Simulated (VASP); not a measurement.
# KF (Fm-3m) in VASP: further runs

KF is run at these levels: LDA; tasks: single point.

Program: VASP 6.6.1. These are calculated values, not measurements. Logs are shortened: lines on timing, memory, paths and dates and some standing lists are left out, and cuts for length are marked.

## 1. The cell of the first run

The structure is cubic, space group Fm-3m (No. 225). The conventional cell has a = 5.191 Å, b = 5.191 Å, c = 5.191 Å, α = 90.00°, β = 90.00°, γ = 90.00°. Within 3.4 Å of K (site symmetry m-3m) lie 6 F at 2.60 Å. F (site symmetry m-3m) has 6 K at 2.60 Å within 3.4 Å.

## 2. Single point, LDA

INCAR reads:

```
PREC = Accurate
ENCUT = 520
EDIFF = 1E-6
ISMEAR = 0
SIGMA = 0.05
LREAL = F
LASPH = T
NELM = 100
ALGO = Normal
ISIF = 2
LWAVE = F
LCHARG = F
NBANDS = 15
```

KPOINTS reads:

```
regular mesh
0
Gamma
  8 8 8
```

POSCAR reads:

```
KF
1.0
    0.0000000000      2.5954060890      2.5954060890
    2.5954060890      0.0000000000      2.5954060890
    2.5954060890      2.5954060890      0.0000000000
K F
1 1
Direct
    0.0000000000      0.0000000000      0.0000000000
    0.5000000000      0.5000000000      0.5000000000
```

Potentials or basis: VASP PAW LDA potentials, release 64 (K_sv, F).

Launch:

```console
> cat potpaw_LDA.64/K_sv/POTCAR potpaw_LDA.64/F/POTCAR > POTCAR
> mpirun -np 1 vasp_std > vasp.out
```

OUTCAR:

```text
PREC = Accurate
   ENCUT = 520
   EDIFF = 1E-6
   ISMEAR = 0
   LREAL = F
   LASPH = T
   NELM = 100
   ISIF = 2

 ion  position               nearest neighbor table
   1  0.000  0.000  0.000-   2 2.60   2 2.60   2 2.60   2 2.60   2 2.60   2 2.60
   2  0.500  0.500  0.500-   1 2.60   1 2.60   1 2.60   1 2.60   1 2.60   1 2.60

  LATTYP: Found a face centered cubic cell.
 ALAT       =     5.1908121780

  Lattice vectors:

 A1 = (   0.0000000000,   2.5954060890,   2.5954060890)
 A2 = (   2.5954060890,   0.0000000000,   2.5954060890)
 A3 = (   2.5954060890,   2.5954060890,   0.0000000000)

Analysis of symmetry for initial positions (statically):
=====================================================================
 Subroutine PRICEL returns:
 Original cell was already a primitive cell.

 Routine SETGRP: Setting up the symmetry group for a
 face centered cubic supercell.

 Subroutine GETGRP returns: Found 48 space group operations
 (whereof 48 operations were pure point group operations)
 out of a pool of 48 trial point group operations.

The static configuration has the point symmetry O_h .

Analysis of symmetry for dynamics (positions and initial velocities):
=====================================================================
 Subroutine PRICEL returns:
 Original cell was already a primitive cell.

 Routine SETGRP: Setting up the symmetry group for a
 face centered cubic supercell.

 Subroutine GETGRP returns: Found 48 space group operations
 (whereof 48 operations were pure point group operations)
 out of a pool of 48 trial point group operations.

The dynamic configuration has the point symmetry O_h .

 Subroutine INISYM returns: Found 48 space group operations
 (whereof 48 operations are pure point group operations),
 and found     1 'primitive' translations

----------------------------------------------------------------------------------------

                                     Primitive cell

  volume of cell :      34.9660

  direct lattice vectors                    reciprocal lattice vectors
     0.000000000  2.595406089  2.595406089    -0.192648080  0.192648080  0.192648080
     2.595406089  0.000000000  2.595406089     0.192648080 -0.192648080  0.192648080
     2.595406089  2.595406089  0.000000000     0.192648080  0.192648080 -0.192648080

  length of vectors
     3.670458491  3.670458491  3.670458491     0.333676263  0.333676263  0.333676263

  position of ions in fractional coordinates (direct lattice)
     0.000000000  0.000000000  0.000000000
     0.500000000  0.500000000  0.500000000

  ion indices of the primitive-cell ions
   primitive index   ion index
                 1           1
                 2           2

----------------------------------------------------------------------------------------

 KPOINTS: regular mesh

Automatic generation of k-mesh.
 Grid dimensions read from file:
 generate k-points for:    8    8    8

 Generating k-lattice:

  Cartesian coordinates                     Fractional coordinates (reciprocal lattice)
    -0.024081010  0.024081010  0.024081010     0.125000000  0.000000000  0.000000000
     0.024081010 -0.024081010  0.024081010     0.000000000  0.125000000  0.000000000
     0.024081010  0.024081010 -0.024081010     0.000000000  0.000000000  0.125000000

  Length of vectors
     0.041709533  0.041709533  0.041709533

  Shift w.r.t. Gamma in fractional coordinates (k-lattice)
     0.000000000  0.000000000  0.000000000

 Subroutine IBZKPT returns following result:
 ===========================================

 Found     29 irreducible k-points:

 Following reciprocal coordinates:
            Coordinates               Weight
  0.000000  0.000000  0.000000      1.000000
  0.125000  0.000000  0.000000      8.000000
  0.250000  0.000000  0.000000      8.000000
  0.375000  0.000000  0.000000      8.000000
  0.500000  0.000000  0.000000      4.000000
  0.125000  0.125000  0.000000      6.000000
[... 16 lines left out ...]
  0.500000  0.250000  0.125000     48.000000
 -0.375000  0.250000  0.125000     24.000000
 [... further k-points ...]
   k-points           NKPTS =     29   k-points in BZ     NKDIM =     29   number of bands    NBANDS=     15
   number of dos      NEDOS =    301   number of ions     NIONS =      2
   total plane-waves  NPLWV =  21952
   dimension x,y,z NGX =    28 NGY =   28 NGZ =   28
   dimension x,y,z NGXF=    56 NGYF=   56 NGZF=   56
   ions per type =               1   1
   NGX,Y,Z   is equivalent  to a cutoff of  12.68, 12.68, 12.68 a.u.
   NGXF,Y,Z  is equivalent  to a cutoff of  25.36, 25.36, 25.36 a.u.
 SYSTEM =  unknown system
   PREC   = accura    normal or accurate (medium, high low for compatibility)
   ISTART =      0    job   : 0-new  1-cont  2-samecut
   ICHARG =      2    charge: 1-file 2-atom 10-const
   ISPIN  =      1    spin polarized calculation?
   LNONCOLLINEAR =      F non collinear calculations
   LSORBIT =      F    spin-orbit coupling
   LASPH  =      T    aspherical Exc in radial PAW
   ENCUT  =  520.0 eV  38.22 Ry    6.18 a.u.   6.82  6.82  6.82*2*pi/ulx,y,z
   NELM   =    100;   NELMIN=  2; NELMDL= -5     # of ELM steps
   EDIFF  = 0.1E-05   stopping-criterion for ELM
   LREAL  =      F    real-space projection
   EDIFFG = 0.1E-04   stopping-criterion for IOM
   NSW    =      0    number of steps for IOM
   IBRION =     -1    ionic relax: 0-MD 1-quasi-New 2-CG
   NFREE  =      0    steps in history (QN), initial steepest desc. (CG)
   ISIF   =      2    stress and relaxation
   ISYM   =      2    0-nonsym 1-usesym 2-fastsym
   POTIM  = 0.5000    time-step for ionic-motion
   TEBEG  =    0.0;   TEEND  =   0.0 temperature during run
   PSTRESS=    0.0 pullay stress
   NELECT =      16.0000    total number of electrons
   NUPDOWN=      -1.0000    fix difference up-down
   EMIN   =  10.00;   EMAX   =-10.00  energy-range for DOS
   EFERMI =   0.00;   METHOD = LEGACY
   ISMEAR =     0;   SIGMA  =   0.05  broadening in eV -4-tet -1-fermi 0-gaus
   EFERMI_NEDOS =   21; number of points for ismear=-14 and -15
   IALGO  =     38    algorithm
   IMIX   =      4    mixing-type and parameters
     AMIX     =   0.40;   BMIX     =  1.00
     AMIX_MAG =   1.60;   BMIX_MAG =  1.00
  volume/ion in A,a.u.               =      17.48       117.98
  Fermi-wavevector in a.u.,A,eV,Ry     =   1.261536  2.383957 21.653292  1.591472
  Thomas-Fermi vector in A             =   2.394990
   LORBIT       =      0    0 simple, 1 ext, 2 COOP (PROOUT), +10 PAW based schemes
   GGA     = CA    functional components
   LHFCALC =     F    Hartree Fock is set to
   AEXX    =    0.0000 exact exchange contribution
   IVDW    =     0    specifies the selected vdW correction
   LEPSILON=     F    determine dielectric tensor
   LRPA    =     F    only Hartree local field effects (RPA)
 non-spin polarized calculation
 Gauss-broadening in eV      SIGMA  =   0.05
  energy-cutoff  :      520.00
  volume of cell :       34.97
 maximum number of plane-waves:       960
   NGX = 13   NGY = 13   NGZ = 13

 number of electron      16.0000003 magnetization

 Free energy of the ion-electron system (eV)
  ---------------------------------------------------
  ext. energy  EPLUGINS =         0.00000000
  ---------------------------------------------------
  free energy    TOTEN  =        -9.07172165 eV

  energy without entropy =       -9.07172165  energy(sigma->0) =       -9.07172165

 E-fermi :  -2.7198     XC(G=0):  -9.5349

 val. band max:       -2.9780014892   @ k =   0.0000   0.0000   0.0000
 cond. band min:       3.2764722829   @ k =   0.0000   0.0000   0.0000
 fundamental gap:      6.2544737721
 Fermi energy:        -2.7197677555

 k-point     1 :       0.0000    0.0000    0.0000
  band No.  band energies     occupation
      1     -28.3946      2.00000
      2     -21.2401      2.00000
      3     -11.7867      2.00000
      4     -11.7867      2.00000
      5     -11.7867      2.00000
      6      -2.9780      2.00000
      7      -2.9780      2.00000
      8      -2.9780      2.00000
      9       3.2765      0.00000
     10       7.7597      0.00000
     11       7.7597      0.00000
     12       7.7597      0.00000
     13       9.6197      0.00000
     14       9.6197      0.00000
     15      13.9396      0.00000

 k-point     2 :       0.1250    0.0000    0.0000
  band No.  band energies     occupation
      1     -28.3721      2.00000
      2     -21.2628      2.00000
      3     -11.8383      2.00000
      4     -11.7932      2.00000
      5     -11.7932      2.00000
      6      -3.1494      2.00000
      7      -3.0467      2.00000
      8      -3.0467      2.00000
      9       3.7528      0.00000
     10       7.4723      0.00000
     11       7.9972      0.00000
     12       7.9972      0.00000
     13       9.7964      0.00000
     14       9.7964      0.00000
     15      14.8153      0.00000

 k-point     3 :       0.2500    0.0000    0.0000
  band No.  band energies     occupation
      1     -28.3169      2.00000
      2     -21.3192      2.00000
      3     -11.9613      2.00000
      4     -11.8087      2.00000
      5     -11.8087      2.00000
      6      -3.5077      2.00000
      7      -3.2080      2.00000
      8      -3.2080      2.00000
      9       4.9055      0.00000
     10       7.1160      0.00000
     11       8.5950      0.00000
     12       8.5950      0.00000
     13      10.3271      0.00000
     14      10.3271      0.00000
     15      16.2220      0.00000
[... 343 lines left out ...]
 k-point    23 :       0.5000    0.2500    0.1250
  band No.  band energies     occupation
      1     -28.2363      2.00000
      2     -21.3548      2.00000
      3     -12.1592      2.00000
      4     -12.0696      2.00000
      5     -11.8693      2.00000
      6      -3.6392      2.00000
      7      -3.3506      2.00000
      8      -3.1426      2.00000
      9       6.3156      0.00000
     10       6.7548      0.00000
     11       9.0964      0.00000
     12       9.9263      0.00000
     13      10.9955      0.00000
     14      12.0723      0.00000
     15      13.9265      0.00000

 k-point    24 :      -0.3750    0.2500    0.1250
  band No.  band energies     occupation
      1     -28.2183      2.00000
      2     -21.3656      2.00000
      3     -12.2208      2.00000
      4     -12.0952      2.00000
      5     -11.8773      2.00000
      6      -3.6492      2.00000
      7      -3.3103      2.00000
      8      -3.2655      2.00000
      9       6.4646      0.00000
     10       7.2111      0.00000
     11       9.0709      0.00000
     12      10.1184      0.00000
     13      11.5419      0.00000
     14      12.6670      0.00000
     15      12.9955      0.00000

 [... further k-points ...]

------------------------ aborting loop because EDIFF is reached ----------------------------------------

  FORCE on cell =-STRESS in cart. coord.  units (eV):
  Direction    XX          YY          ZZ          XY          YZ          ZX
  --------------------------------------------------------------------------------------
  -------------------------------------------------------------------------------------
  Total       -0.1043003     -0.1043003     -0.1043003      0.0000000      0.0000000      0.0000000
  in kB       -4.7791461     -4.7791461     -4.7791461      0.0000000      0.0000000      0.0000000
  external PRESSURE =      -4.7791461 kB  Pullay stress =       0.0000000 kB

 VOLUME and BASIS-vectors are now :
 -----------------------------------------------------------------------------
  energy-cutoff  :      520.00
  volume of cell :       34.97
      direct lattice vectors                 reciprocal lattice vectors
     0.000000000  2.595406089  2.595406089    -0.192648080  0.192648080  0.192648080
     2.595406089  0.000000000  2.595406089     0.192648080 -0.192648080  0.192648080
     2.595406089  2.595406089  0.000000000     0.192648080  0.192648080 -0.192648080

 POSITION                                       TOTAL-FORCE (eV/Angst)
 -----------------------------------------------------------------------------------
      0.00000      0.00000      0.00000         0.000000      0.000000      0.000000
      2.59541      2.59541      2.59541        -0.000000     -0.000000     -0.000000
 -----------------------------------------------------------------------------------
    total drift:                                0.000000      0.000000      0.000000

  FREE ENERGIE OF THE ION-ELECTRON SYSTEM (eV)
  ---------------------------------------------------
  free  energy   TOTEN  =        -9.0717216480 eV

  energy  without entropy=       -9.0717216480  energy(sigma->0) =       -9.07172165
```

Wall time 16 s (1 thread of Intel Xeon Platinum 8375C at 2.90GHz (Ice Lake), shared host); peak memory 0.14 GiB.

Results:

| Property | Result |
| --- | --- |
| Free energy | -9.0717 eV |
| Pressure | -0.5 GPa |
| Band gap on the k mesh | 6.25 eV, direct |

## 3. Single point, LDA

This run uses another cell than the first one, of 17.76 Å³/atom, 1.016 times its volume.

INCAR reads:

```
  ALGO = Normal
  EDIFF = 1E-6
  ENCUT = 520
  GGA = CA
  ISIF = 2
  ISMEAR = 0
  LASPH = T
  LCHARG = F
  LREAL = F
  LWAVE = F
  NBANDS = 15
  NELM = 80
  PREC = Accurate
  SIGMA = 0.05
```

KPOINTS reads:

```
k-points
0
Gamma
  8 8 8
```

POSCAR reads:

```
KF
1.0
    0.0000000000      2.6089925306      2.6089925306
    2.6089925306      0.0000000000      2.6089925306
    2.6089925306      2.6089925306      0.0000000000
K F
1 1
Direct
    0.0000000000      0.0000000000      0.0000000000
    0.5000000000      0.5000000000      0.5000000000
```

Potentials or basis: VASP PAW LDA potentials, release 64 (K_sv, F).

Launch:

```console
> cat potpaw_LDA.64/K_sv/POTCAR potpaw_LDA.64/F/POTCAR > POTCAR
> mpirun -np 1 vasp_std > vasp.out
```

Wall time 13 s (1 thread of Intel Xeon Platinum 8375C at 2.90GHz (Ice Lake), shared host); peak memory 0.14 GiB.

It converged, with:

```
Free energy            : -9.0696 eV
Pressure               : -1.1 GPa
Band gap on the k mesh : 6.17 eV, direct
```

Levels at points of the mesh, in eV from the valence-band top:
| k point | band 5 | band 6 | band 7 | band 8 | band 9 | band 10 | band 11 | band 12 |
| --- | --- | --- | --- | --- | --- | --- | --- | --- |
| (0.00, 0.00, 0.00) | -8.86 | 0.00 | 0.00 | 0.00 | 6.17 | 10.70 | 10.70 | 10.70 |
| (0.50, 0.00, 0.00) | -8.90 | -0.93 | -0.43 | -0.43 | 9.07 | 10.75 | 12.31 | 12.31 |
| (0.50, 0.50, 0.00) | -9.15 | -0.16 | -0.04 | -0.04 | 7.94 | 10.52 | 11.97 | 13.97 |

A k mesh can miss the band edges.

(Part 1 of 2 ends here.)
